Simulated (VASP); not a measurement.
# Cd5Se2S3 in VASP: notebook

Runs on Cd5Se2S3. Level: PBE. Tasks: single point.

Program: VASP 6.6.1. These are calculated values, not measurements. Logs are shortened: lines on timing, memory, paths and dates and some standing lists are left out, and cuts for length are marked.

## Step 1: The cell of the first run

It takes space group I-4m2 (No. 119, tetragonal). Conventional cell: a = 4.268 Å, b = 4.268 Å, c = 30.146 Å, α = 90.00°, β = 90.00°, γ = 90.00°. Within 3.4 Å of Cd (site symmetry 2mm) lie 2 S at 2.58 Å and 2 Se at 2.67 Å. Within 3.4 Å of Cd (site symmetry 2mm) lie 2 S at 2.58 Å and 2 Se at 2.66 Å. Cd (site symmetry -4m2) has 4 S at 2.58 Å within 3.4 Å. Within 3.5 Å of Se (site symmetry 2mm) lie 4 Cd at 2.66 to 2.67 Å. S (site symmetry -4m2) has 4 Cd at 2.58 Å within 3.4 Å. S (site symmetry 2mm) has 4 Cd at 2.58 Å within 3.4 Å.

## Step 2: Single point, PBE

The input, INCAR:

```
SYSTEM = Cd5Se2S3
  PREC = Accurate
  ENCUT = 520
  EDIFF = 1E-6
  ISMEAR = 0
  SIGMA = 0.1
  LREAL = .False.
  LASPH = .True.
  NELM = 60
  ALGO = Normal
  ISIF = 2
  LWAVE = .False.
  LCHARG = .False.
  GGA = PE
  NBANDS = 56
```

The input, KPOINTS:

```
regular mesh
0
Gamma
  4 4 4
  0 0 0
```

The input, POSCAR:

```
Cd5Se2S3
1.0
    0.0000000000     -4.2676042000      0.0000000000
    4.2676042000      0.0000000000      0.0000000000
   -2.1338021000      2.1338021000     15.0730217000
Cd Se S
5 2 3
Direct
    0.5959560000      0.5959560000      0.1919120000
    0.2018740000      0.2018740000      0.4037480000
    0.7981260000      0.7981260000      0.5962520000
    0.4040440000      0.4040440000      0.8080880000
    0.0000000000      0.0000000000      0.0000000000
    0.8510800000      0.3510800000      0.7021600000
    0.6489200000      0.1489200000      0.2978400000
    0.2500000000      0.7500000000      0.5000000000
    0.4520900000      0.9520900000      0.9041800000
    0.0479100000      0.5479100000      0.0958200000
```

Potentials or basis: VASP PAW PBE potentials, release 64 (Cd, Se, S).

On the command line:

```console
$ cat potpaw_PBE.64/Cd/POTCAR potpaw_PBE.64/Se/POTCAR potpaw_PBE.64/S/POTCAR > POTCAR
$ mpirun -np 1 vasp_std > vasp.out
```

OUTCAR:

```text
SYSTEM = Cd5Se2S3
   PREC = Accurate
   ENCUT = 520
   EDIFF = 1E-6
   ISMEAR = 0
   LREAL = .False.
   LASPH = .True.
   NELM = 60
   ISIF = 2
   GGA = PE

 ion  position               nearest neighbor table
   1  0.596  0.596  0.192-  10 2.58  10 2.58   7 2.67   7 2.67
   2  0.202  0.202  0.404-   8 2.58   8 2.58   7 2.66   7 2.66
   3  0.798  0.798  0.596-   8 2.58   8 2.58   6 2.66   6 2.66
   4  0.404  0.404  0.808-   9 2.58   9 2.58   6 2.67   6 2.67
   5  0.000  0.000  0.000-  10 2.58   9 2.58  10 2.58   9 2.58
   6  0.851  0.351  0.702-   3 2.66   3 2.66   4 2.67   4 2.67
   7  0.649  0.149  0.298-   2 2.66   2 2.66   1 2.67   1 2.67
   8  0.250  0.750  0.500-   2 2.58   3 2.58   3 2.58   2 2.58
   9  0.452  0.952  0.904-   5 2.58   5 2.58   4 2.58   4 2.58
  10  0.048  0.548  0.096-   5 2.58   5 2.58   1 2.58   1 2.58

  LATTYP: Found a body centered tetragonal cell.
 ALAT       =     4.2676042000
 C/A-ratio  =     7.0639267343

  Lattice vectors:

 A1 = (  -2.1338021000,  -2.1338021000, -15.0730217000)
 A2 = (   2.1338021000,   2.1338021000, -15.0730217000)
 A3 = (   2.1338021000,  -2.1338021000,  15.0730217000)

Analysis of symmetry for initial positions (statically):
=====================================================================
 Subroutine PRICEL returns:
 Original cell was already a primitive cell.

 Routine SETGRP: Setting up the symmetry group for a
 body centered tetragonal supercell.

 Subroutine GETGRP returns: Found  8 space group operations
 (whereof  8 operations were pure point group operations)
 out of a pool of 16 trial point group operations.

The static configuration has the point symmetry D_2d.

Analysis of symmetry for dynamics (positions and initial velocities):
=====================================================================
 Subroutine PRICEL returns:
 Original cell was already a primitive cell.

 Routine SETGRP: Setting up the symmetry group for a
 body centered tetragonal supercell.

 Subroutine GETGRP returns: Found  8 space group operations
 (whereof  8 operations were pure point group operations)
 out of a pool of 16 trial point group operations.

The dynamic configuration has the point symmetry D_2d.

 Subroutine INISYM returns: Found  8 space group operations
 (whereof  8 operations are pure point group operations),
 and found     1 'primitive' translations

[... 103 lines left out ...]
   NFREE  =      0    steps in history (QN), initial steepest desc. (CG)
   ISIF   =      2    stress and relaxation
   ISYM   =      2    0-nonsym 1-usesym 2-fastsym
   POTIM  = 0.5000    time-step for ionic-motion
   TEBEG  =    0.0;   TEEND  =   0.0 temperature during run
   PSTRESS=    0.0 pullay stress
   NELECT =      90.0000    total number of electrons
   NUPDOWN=      -1.0000    fix difference up-down
   EMIN   =  10.00;   EMAX   =-10.00  energy-range for DOS
   EFERMI =   0.00;   METHOD = LEGACY
   ISMEAR =     0;   SIGMA  =   0.10  broadening in eV -4-tet -1-fermi 0-gaus
   EFERMI_NEDOS =   21; number of points for ismear=-14 and -15
   IALGO  =     38    algorithm
   IMIX   =      4    mixing-type and parameters
     AMIX     =   0.40;   BMIX     =  1.00
     AMIX_MAG =   1.60;   BMIX_MAG =  1.00
  volume/ion in A,a.u.               =      27.45       185.25
  Fermi-wavevector in a.u.,A,eV,Ry     =   1.128841  2.133200 17.337661  1.274282
  Thomas-Fermi vector in A             =   2.265533
   LORBIT       =      0    0 simple, 1 ext, 2 COOP (PROOUT), +10 PAW based schemes
   GGA     = PE    functional components
   LHFCALC =     F    Hartree Fock is set to
   AEXX    =    0.0000 exact exchange contribution
   IVDW    =     0    specifies the selected vdW correction
   LEPSILON=     F    determine dielectric tensor
   LRPA    =     F    only Hartree local field effects (RPA)
 non-spin polarized calculation
 Gauss-broadening in eV      SIGMA  =   0.10
  energy-cutoff  :      520.00
  volume of cell :      274.52
 maximum number of plane-waves:      7424
   NGX = 15   NGY = 15   NGZ = 57

 number of electron      90.0000036 magnetization

 Free energy of the ion-electron system (eV)
  ---------------------------------------------------
  ext. energy  EPLUGINS =         0.00000000
  ---------------------------------------------------
  free energy    TOTEN  =       -29.32645952 eV

  energy without entropy =      -29.32645952  energy(sigma->0) =      -29.32645952

 E-fermi :   1.1869     XC(G=0):  -8.8106

 val. band max:        0.8057303645   @ k =   0.0000   0.0000   0.0000
 cond. band min:       1.5590382130   @ k =   0.0000   0.0000   0.0000
 fundamental gap:      0.7533078485
 Fermi energy:         1.1868895415

 k-point     1 :       0.0000    0.0000    0.0000
  band No.  band energies     occupation
      1     -11.4126      2.00000
      2     -11.2622      2.00000
      3     -11.2345      2.00000
      4     -10.9891      2.00000
      5     -10.9737      2.00000
      6      -6.9050      2.00000
[... 756 lines left out ...]
     55       6.6048      0.00000
     56       7.3137      0.00000

------------------------ aborting loop because EDIFF is reached ----------------------------------------

  FORCE on cell =-STRESS in cart. coord.  units (eV):
  Direction    XX          YY          ZZ          XY          YZ          ZX
  --------------------------------------------------------------------------------------
  -------------------------------------------------------------------------------------
  Total        0.6636708      0.6636708      0.3915870      0.0000000     -0.0000000      0.0000000
  in kB        3.8734208      3.8734208      2.2854423      0.0000000     -0.0000000      0.0000000
  external PRESSURE =       3.3440946 kB  Pullay stress =       0.0000000 kB

 VOLUME and BASIS-vectors are now :
 -----------------------------------------------------------------------------
  energy-cutoff  :      520.00
  volume of cell :      274.52
      direct lattice vectors                 reciprocal lattice vectors
     0.000000000 -4.267604200  0.000000000     0.000000000 -0.234323511  0.033171849
     4.267604200  0.000000000  0.000000000     0.234323511  0.000000000  0.033171849
    -2.133802100  2.133802100 15.073021700     0.000000000  0.000000000  0.066343698

 POSITION                                       TOTAL-FORCE (eV/Angst)
 -----------------------------------------------------------------------------------
      2.13380     -2.13380      2.89269        -0.000000      0.000000      0.003509
     -0.00000      0.00000      6.08570        -0.000000     -0.000000     -0.001668
      2.13380     -2.13380      8.98732        -0.000000     -0.000000      0.001668
      0.00000      0.00000     12.18033         0.000000     -0.000000     -0.003509
      0.00000      0.00000      0.00000        -0.000000     -0.000000      0.000000
      0.00000     -2.13380     10.58367        -0.000000     -0.000000      0.000794
     -0.00000     -2.13380      4.48935        -0.000000     -0.000000     -0.000794
      2.13380      0.00000      7.53651        -0.000000     -0.000000      0.000000
      2.13380      0.00000     13.62872        -0.000000     -0.000000      0.000484
      2.13380      0.00000      1.44430        -0.000000      0.000000     -0.000484
 -----------------------------------------------------------------------------------
    total drift:                               -0.000006     -0.000006      0.000000

  FREE ENERGIE OF THE ION-ELECTRON SYSTEM (eV)
  ---------------------------------------------------
  free  energy   TOTEN  =       -29.3264595169 eV

  energy  without entropy=      -29.3264595151  energy(sigma->0) =      -29.32645952
```

OSZICAR:

```text
N       E                     dE             d eps       ncg     rms          rms(c)
DAV:   1     0.649961353002E+03    0.64996E+03   -0.43414E+04  1464   0.147E+03
DAV:   2     0.130554229392E+02   -0.63691E+03   -0.61826E+03  1624   0.360E+02
DAV:   3    -0.310939017209E+02   -0.44149E+02   -0.43837E+02  1704   0.912E+01
DAV:   4    -0.317853875783E+02   -0.69149E+00   -0.69036E+00  1632   0.109E+01
DAV:   5    -0.317970889008E+02   -0.11701E-01   -0.11700E-01  1720   0.136E+00    0.149E+01
DAV:   6    -0.293819484451E+02    0.24151E+01   -0.52514E+00  1776   0.146E+01    0.118E+01
DAV:   7    -0.293523892512E+02    0.29559E-01   -0.21532E+00  1624   0.517E+00    0.455E+00
DAV:   8    -0.293261602988E+02    0.26229E-01   -0.30529E-01  1648   0.349E+00    0.910E-01
DAV:   9    -0.293257176199E+02    0.44268E-03   -0.44233E-02  1648   0.160E+00    0.255E-01
DAV:  10    -0.293259002762E+02   -0.18266E-03   -0.29228E-03  1640   0.397E-01    0.146E-01
DAV:  11    -0.293263564595E+02   -0.45618E-03   -0.75011E-04  1608   0.110E-01    0.698E-02
DAV:  12    -0.293264449073E+02   -0.88448E-04   -0.21591E-04  1648   0.696E-02    0.218E-02
DAV:  13    -0.293264543259E+02   -0.94186E-05   -0.23265E-05  1680   0.352E-02    0.104E-02
DAV:  14    -0.293264594401E+02   -0.51142E-05   -0.89478E-06  1512   0.133E-02    0.461E-03
DAV:  15    -0.293264595169E+02   -0.76763E-07   -0.72473E-07  1104   0.429E-03
   1 F= -.29326460E+02 E0= -.29326460E+02  d E =-.175961E-08
```

stdout:

```text
POSCAR found type information on POSCAR CdSeS
 POSCAR found :  3 types and      10 ions
 scaLAPACK will be used
 LDA part: xc-table for (Slater+PW92), standard interpolation
 POSCAR, INCAR and KPOINTS ok, starting setup
 FFT: planning ... GRIDC
 FFT: planning ... GRID_SOFT
 FFT: planning ... GRID
 WAVECAR not read
 entering main loop
```

Run time: 2.9 min. Hardware: 1 thread of Intel Xeon Platinum 8375C at 2.90GHz (Ice Lake), shared host; peak memory 0.43 GiB.

Results:

```
Free energy            : -29.3265 eV
Pressure               : 0.3 GPa
Largest force          : 0.004 eV/Å
Band gap on the k mesh : 0.75 eV
```

Forces on the atoms (eV/Å):
```
Cd   0.000  0.000  0.004
Cd   0.000  0.000 -0.002
Cd   0.000  0.000  0.002
Cd   0.000  0.000 -0.004
Cd   0.000  0.000  0.000
Se   0.000  0.000  0.001
Se   0.000  0.000 -0.001
S    0.000  0.000  0.000
S    0.000  0.000  0.000
S    0.000  0.000  0.000
```

Stress tensor (GPa, compression positive):
```
0.39 0.00 0.00
0.00 0.39 0.00
0.00 0.00 0.23
```

A k mesh can miss the band edges.

## Step 3: Single point, PBE

The input, INCAR:

```
ALGO = Normal
EDIFF = 1E-6
ENCUT = 520
GGA = PE
ISIF = 2
ISMEAR = 0
LASPH = True
LCHARG = False
LREAL = False
LWAVE = False
NBANDS = 56
NELM = 80
PREC = Accurate
SIGMA = 0.1
```

The input, KPOINTS:

```
k-points
0
Gamma
  4 4 4
```

The input, POSCAR:

```
Cd5Se2S3
1.0
   -0.0008767240     -4.2812486297      0.0006098380
    4.2811119856      0.0008600336     -0.0002798292
   -2.1396306903      2.1396325050     14.9934536944
Cd Se S
5 2 3
Direct
    0.5959124399      0.5958596239      0.1918775021
    0.2019478740      0.2018960356      0.4037461364
    0.7980239906      0.7981302646      0.5962264031
    0.4038803531      0.4041074607      0.8081407315
    0.0000545200     -0.0000304628      0.0000002369
    0.8510028846      0.3511034667      0.7021731060
    0.6490090903      0.1488611748      0.2978204678
    0.2499512121      0.7499929937      0.4999690966
    0.4522415339      0.9521819516      0.9042438830
    0.0479761016      0.5478974912      0.0958024367
```

Potentials or basis: VASP PAW PBE potentials, release 64 (Cd, Se, S).

On the command line:

```console
$ cat potpaw_PBE.64/Cd/POTCAR potpaw_PBE.64/Se/POTCAR potpaw_PBE.64/S/POTCAR > POTCAR
$ mpirun -np 1 vasp_std > vasp.out
```

Wall time 4.9 min (1 thread of AMD EPYC 9R45 (Zen 5), shared host); peak memory 0.58 GiB.

It converged, with:

```
Free energy            : -29.3278 eV
Pressure               : 0.3 GPa
Band gap on the k mesh : 0.76 eV
```

Forces on the atoms (eV/Å):
```
Cd   0.000  0.000  0.001
Cd   0.000  0.000  0.000
Cd  -0.001  0.000 -0.001
Cd   0.001 -0.001 -0.001
Cd   0.000  0.000  0.002
Se   0.000  0.000  0.001
Se   0.000  0.000  0.000
S    0.000  0.000  0.002
S   -0.001  0.001 -0.002
S    0.000  0.001 -0.001
```

Levels at points of the mesh, in eV from the valence-band top:
```tsv
k point	band 42	band 43	band 44	band 45	band 46	band 47	band 48	band 49
(0.00, 0.00, 0.00)	-0.51	-0.04	0.00	0.00	0.76	2.80	2.87	3.54
(0.50, 0.00, 0.00)	-0.95	-0.70	-0.42	-0.41	2.62	3.03	3.05	3.68
(0.00, 0.50, 0.00)	-0.95	-0.70	-0.42	-0.41	2.62	3.03	3.05	3.68
(0.50, 0.50, 0.00)	-1.81	-1.81	-1.70	-1.63	3.37	3.90	3.92	4.01
(0.00, 0.00, 0.50)	-0.24	-0.24	-0.14	-0.14	1.65	1.70	3.42	3.59
(0.50, 0.00, 0.50)	-0.95	-0.70	-0.42	-0.41	2.62	3.03	3.05	3.68
(0.00, 0.50, 0.50)	-0.95	-0.70	-0.42	-0.41	2.62	3.03	3.05	3.68
(0.50, 0.50, 0.50)	-1.81	-1.81	-1.70	-1.63	3.37	3.91	3.92	4.01
```

A k mesh can miss the band edges.
